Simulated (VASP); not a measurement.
# Zn: single point with PBE+D3(BJ)

Zn:

```
CELL_PARAMETERS angstrom
0.00000 1.92391 1.92391
1.92391 0.00000 1.92391
1.92391 1.92391 0.00000
ATOMIC_POSITIONS crystal
Zn 0.00000 0.00000 0.00000
```

| Property | Result |
| --- | --- |
| Program | VASP 6.6.1 |
| Task | single point |
| Functional | PBE |
| Dispersion | D3(BJ) |
| Potentials or basis | VASP PAW PBE potentials, release 64 (Zn) |
| Cutoff | 520 eV |
| k mesh | 18 × 18 × 18 |
| Occupations | gaussian, width 0.1 eV |
| Spin | no spin polarisation |

* Pressure: 0.5 GPa
* Band gap on the k mesh: zero (band 6 reaches 5.28 eV, above the bottom of band 7 at 2.27 eV)
* Dispersion energy per atom: -0.430 eV

Levels at points of the mesh, in eV from the Fermi level:
| k point | band 2 | band 3 | band 4 | band 5 | band 6 | band 7 | band 8 | band 9 | band 10 | band 11 |
| --- | --- | --- | --- | --- | --- | --- | --- | --- | --- | --- |
| (0.00, 0.00, 0.00) | -7.74 | -7.74 | -7.74 | -7.31 | -7.31 | 19.22 | 19.22 | 19.22 | 19.43 | 21.92 |
| (0.50, 0.00, 0.00) | -7.74 | -7.74 | -6.99 | -6.99 | -3.12 | -1.21 | 16.07 | 16.07 | 17.93 | 19.70 |
| (0.50, 0.50, 0.00) | -8.43 | -7.01 | -6.91 | -6.91 | -1.10 | 2.03 | 8.81 | 8.81 | 12.56 | 14.00 |

Wall time 31 s on 1 thread of Intel Xeon 8259CL, on a shared host, peak memory 0.16 GiB.

Caveat: pairwise dispersion overbinds metals, which lowers pressure and volume.
